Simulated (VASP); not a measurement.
# ZnS (F-43m) in VASP: a series of runs, part 2 of 2

VASP 6.6.1. Earlier steps stand in the parts before.

## Step 3: Single point, r2SCAN

This run uses another cell than the first one, of 17.98 Å³/atom, 1.057 times its volume.

POSCAR reads:

```
ZnS
1.0
    0.0000000000      2.6195916050      2.6195916050
    2.6195916050      0.0000000000      2.6195916050
    2.6195916050      2.6195916050      0.0000000000
Zn S
1 1
Direct
    0.0000000000      0.0000000000      0.0000000000
    0.2500000000      0.2500000000      0.2500000000
```

INCAR.step1 reads:

```
SYSTEM = ZnS
PREC = Accurate
ENCUT = 520
ISMEAR = 0
SIGMA = 0.02
LREAL = .False.
LASPH = .True.
NELM = 100
NBANDS = 16
GGA = PE
ALGO = Normal
EDIFF = 1E-4
LWAVE = .True.
LCHARG = .False.
```

INCAR.step2 reads:

```
SYSTEM = ZnS
PREC = Accurate
ENCUT = 520
EDIFF = 1E-6
ISMEAR = 0
SIGMA = 0.02
LREAL = .False.
LASPH = .True.
NELM = 100
ALGO = Normal
ISIF = 2
LWAVE = .False.
LCHARG = .True.
METAGGA = R2SCAN
LMIXTAU = .True.
LELF = .True.
LVHAR = .True.
NBANDS = 16
ISTART = 1
```

KPOINTS reads:

```
Automatic mesh
0
Gamma
  8 8 8
  0 0 0
```

Potentials or basis: VASP PAW PBE potentials, release 64 (Zn, S).

Launch:

```sh
$ cat potpaw_PBE.64/Zn/POTCAR potpaw_PBE.64/S/POTCAR > POTCAR
$ cp INCAR.step1 INCAR
$ mpirun -np 1 vasp_std > vasp.out
$ cp INCAR.step2 INCAR
$ mpirun -np 1 vasp_std > vasp.out
```

OUTCAR:

```text
SYSTEM = ZnS
   PREC = Accurate
   ENCUT = 520
   EDIFF = 1E-6
   ISMEAR = 0
   LREAL = .False.
   LASPH = .True.
   NELM = 100
   ISIF = 2
   METAGGA = R2SCAN
   ISTART = 1

 ion  position               nearest neighbor table
   1  0.000  0.000  0.000-   2 2.27   2 2.27   2 2.27   2 2.27
   2  0.250  0.250  0.250-   1 2.27   1 2.27   1 2.27   1 2.27

  LATTYP: Found a face centered cubic cell.
 ALAT       =     5.2391832100

  Lattice vectors:

[... 641 lines left out ...]
 [... further k-points ...]

------------------------ aborting loop because EDIFF is reached ----------------------------------------

  FORCE on cell =-STRESS in cart. coord.  units (eV):
  Direction    XX          YY          ZZ          XY          YZ          ZX
  --------------------------------------------------------------------------------------
  -------------------------------------------------------------------------------------
  Total        1.8037344      1.8037344      1.8037344      0.0000000     -0.0000000      0.0000000
  in kB       80.3808155     80.3808155     80.3808155      0.0000000     -0.0000000      0.0000000
  external PRESSURE =      80.3808155 kB  Pullay stress =       0.0000000 kB

 VOLUME and BASIS-vectors are now :
 -----------------------------------------------------------------------------
  energy-cutoff  :      520.00
  volume of cell :       35.95
      direct lattice vectors                 reciprocal lattice vectors
     0.000000000  2.619591605  2.619591605    -0.190869447  0.190869447  0.190869447
     2.619591605  0.000000000  2.619591605     0.190869447 -0.190869447  0.190869447
     2.619591605  2.619591605  0.000000000     0.190869447  0.190869447 -0.190869447

 POSITION                                       TOTAL-FORCE (eV/Angst)
 -----------------------------------------------------------------------------------
      0.00000      0.00000      0.00000         0.000000      0.000000     -0.000000
      1.30980      1.30980      1.30980        -0.000000     -0.000000      0.000000
 -----------------------------------------------------------------------------------
    total drift:                                0.000030      0.000030      0.000030

  FREE ENERGIE OF THE ION-ELECTRON SYSTEM (eV)
  ---------------------------------------------------
  free  energy   TOTEN  =       -18.7929877568 eV

  energy  without entropy=      -18.7929877568  energy(sigma->0) =      -18.79298776
```

OUTCAR.step1:

```text
SYSTEM = ZnS
   PREC = Accurate
   ENCUT = 520
   ISMEAR = 0
   LREAL = .False.
   LASPH = .True.
[... 677 lines left out ...]
      0.00000      0.00000      0.00000        -0.000000     -0.000000     -0.000000
      1.30980      1.30980      1.30980         0.000000      0.000000      0.000000
 -----------------------------------------------------------------------------------
    total drift:                                0.000002      0.000002      0.000002

  FREE ENERGIE OF THE ION-ELECTRON SYSTEM (eV)
  ---------------------------------------------------
  free  energy   TOTEN  =        -6.7198346063 eV

  energy  without entropy=       -6.7198346063  energy(sigma->0) =       -6.71983461
```

It took 49 s on 1 thread of AMD EPYC 9R45 (Zen 5), shared host; peak memory 0.14 GiB.

Results:

```
Free energy            : -18.7930 eV
Pressure               : 8.0 GPa
Band gap on the k mesh : 3.12 eV, direct
```

Caveat: the PAW data sets were made with another functional, which shifts forces and pressure a little. A k mesh can miss the band edges.

## Step 4: Single point, r2SCAN

This run uses another cell than the first one, of 18.88 Å³/atom, 1.111 times its volume.

POSCAR reads:

```
ZnS
1.0
    0.0000000000      2.6629987448      2.6629987448
    2.6629987448      0.0000000000      2.6629987448
    2.6629987448      2.6629987448      0.0000000000
Zn S
1 1
Direct
    0.0000000000      0.0000000000      0.0000000000
    0.2500000000      0.2500000000      0.2500000000
```

INCAR.step1 reads:

```
  PREC = Accurate
  ENCUT = 520
  ISMEAR = 0
  SIGMA = 0.02
  LREAL = F
  LASPH = T
  NELM = 60
  NBANDS = 16
  GGA = PE
  ALGO = Normal
  EDIFF = 1E-4
  LWAVE = T
  LCHARG = F
```

INCAR.step2 reads:

```
  PREC = Accurate
  ENCUT = 520
  EDIFF = 1E-6
  ISMEAR = 0
  SIGMA = 0.02
  LREAL = F
  LASPH = T
  NELM = 60
  ALGO = Normal
  ISIF = 2
  LWAVE = F
  LCHARG = F
  METAGGA = R2SCAN
  LMIXTAU = T
  NBANDS = 16
  ISTART = 1
```

KPOINTS reads:

```
Automatic mesh
0
Gamma
  8 8 8
```

Potentials or basis: VASP PAW PBE potentials, release 64 (Zn, S).

Launch:

```sh
$ cat potpaw_PBE.64/Zn/POTCAR potpaw_PBE.64/S/POTCAR > POTCAR
$ cp INCAR.step1 INCAR
$ mpirun -np 1 vasp_std > vasp.out
$ cp INCAR.step2 INCAR
$ mpirun -np 1 vasp_std > vasp.out
```

OUTCAR:

```text
PREC = Accurate
   ENCUT = 520
   EDIFF = 1E-6
   ISMEAR = 0
   LREAL = F
   LASPH = T
   NELM = 60
   ISIF = 2
   METAGGA = R2SCAN
   ISTART = 1

 ion  position               nearest neighbor table
   1  0.000  0.000  0.000-   2 2.31   2 2.31   2 2.31   2 2.31
   2  0.250  0.250  0.250-   1 2.31   1 2.31   1 2.31   1 2.31

  LATTYP: Found a face centered cubic cell.
 ALAT       =     5.3259974896

  Lattice vectors:

[... 639 lines left out ...]
     16      17.4850      0.00000

 [... further k-points ...]

------------------------ aborting loop because EDIFF is reached ----------------------------------------

  FORCE on cell =-STRESS in cart. coord.  units (eV):
  Direction    XX          YY          ZZ          XY          YZ          ZX
  --------------------------------------------------------------------------------------
  -------------------------------------------------------------------------------------
  Total        0.7091794      0.7091794      0.7091794      0.0000000      0.0000000      0.0000000
  in kB       30.0831852     30.0831852     30.0831852      0.0000000      0.0000000      0.0000000
  external PRESSURE =      30.0831852 kB  Pullay stress =       0.0000000 kB

 VOLUME and BASIS-vectors are now :
 -----------------------------------------------------------------------------
  energy-cutoff  :      520.00
  volume of cell :       37.77
      direct lattice vectors                 reciprocal lattice vectors
     0.000000000  2.662998745  2.662998745    -0.187758256  0.187758256  0.187758256
     2.662998745  0.000000000  2.662998745     0.187758256 -0.187758256  0.187758256
     2.662998745  2.662998745  0.000000000     0.187758256  0.187758256 -0.187758256

 POSITION                                       TOTAL-FORCE (eV/Angst)
 -----------------------------------------------------------------------------------
      0.00000      0.00000      0.00000        -0.000000      0.000000      0.000000
      1.33150      1.33150      1.33150         0.000000     -0.000000     -0.000000
 -----------------------------------------------------------------------------------
    total drift:                                0.000012      0.000012      0.000012

  FREE ENERGIE OF THE ION-ELECTRON SYSTEM (eV)
  ---------------------------------------------------
  free  energy   TOTEN  =       -18.8541058366 eV

  energy  without entropy=      -18.8541058366  energy(sigma->0) =      -18.85410584
```

OUTCAR.step1:

```text
PREC = Accurate
   ENCUT = 520
   ISMEAR = 0
   LREAL = F
   LASPH = T
[... 676 lines left out ...]
 -----------------------------------------------------------------------------------
      0.00000      0.00000      0.00000         0.000000      0.000000      0.000000
      1.33150      1.33150      1.33150        -0.000000     -0.000000     -0.000000
 -----------------------------------------------------------------------------------
    total drift:                                0.000002      0.000002      0.000002

  FREE ENERGIE OF THE ION-ELECTRON SYSTEM (eV)
  ---------------------------------------------------
  free  energy   TOTEN  =        -6.8096002473 eV

  energy  without entropy=       -6.8096002473  energy(sigma->0) =       -6.80960025
```

OSZICAR.step1:

```text
N       E                     dE             d eps       ncg     rms          rms(c)
DAV:   1     0.912894624860E+02    0.91289E+02   -0.90802E+03   936   0.139E+03
DAV:   2    -0.114517725602E+01   -0.92435E+02   -0.85678E+02  1040   0.265E+02
DAV:   3    -0.717764848672E+01   -0.60325E+01   -0.60058E+01  1120   0.660E+01
DAV:   4    -0.723953716601E+01   -0.61889E-01   -0.61875E-01  1144   0.688E+00
DAV:   5    -0.724021096350E+01   -0.67380E-03   -0.67378E-03  1176   0.700E-01    0.747E+00
DAV:   6    -0.683216495902E+01    0.40805E+00   -0.73940E-01  1360   0.308E+01    0.579E+00
DAV:   7    -0.681002599222E+01    0.22139E-01   -0.26433E-01  1120   0.477E+00    0.289E+00
DAV:   8    -0.680927035002E+01    0.75564E-03   -0.55866E-03  1192   0.105E+00    0.761E-01
DAV:   9    -0.680944657898E+01   -0.17623E-03   -0.13835E-03  1104   0.291E-01    0.919E-02
DAV:  10    -0.680959591351E+01   -0.14933E-03   -0.19423E-04  1104   0.101E-01    0.330E-02
DAV:  11    -0.680960024732E+01   -0.43338E-05   -0.29774E-05   648   0.429E-02
   1 F= -.68096002E+01 E0= -.68096002E+01  d E =-.171945E-31
```

It took 52 s on 1 thread of AMD EPYC 9R45 (Zen 5), shared host; peak memory 0.14 GiB.

Results:

- Free energy: -18.8541 eV
- Pressure: 3.0 GPa
- Band gap on the k mesh: 2.88 eV, direct

Levels at points of the mesh, in eV from the valence-band top:
```
           k point  band 7  band 8  band 9  band 10  band 11  band 12
(0.00, 0.00, 0.00)    0.00    0.00    0.00     2.88     6.86     6.86
(0.50, 0.00, 0.00)   -5.69   -0.95   -0.95     3.90     7.36     7.36
(0.50, 0.50, 0.00)   -4.79   -2.45   -2.45     3.63     4.47    12.11
```

Caveat: the PAW data sets were made with another functional, which shifts forces and pressure a little. r2SCAN opens gaps a little over a GGA but as a rule still falls short of measured ones.

## Step 5: The runs side by side

| cell | gap on the mesh (eV) | pressure (GPa) |
| --- | --- | --- |
| a = 3.636 Å, angles 60.0°, 2 atoms | 3.35 | 15.1 |
| a = 3.705 Å, angles 60.0°, 2 atoms | 3.12 | 8.0 |
| a = 3.766 Å, angles 60.0°, 2 atoms | 2.88 | 3.0 |

Alike in all rows: task single point; level r2SCAN; potentials or basis VASP PAW PBE potentials, release 64 (Zn, S); no spin polarisation; k mesh 8 × 8 × 8; cutoff (eV) 520; smearing gaussian 0.02 eV.

Caveats: the PAW data sets were made with another functional, which shifts forces and pressure a little.

Total energies depend on the potentials used, so only differences within one code and one set of settings carry meaning.
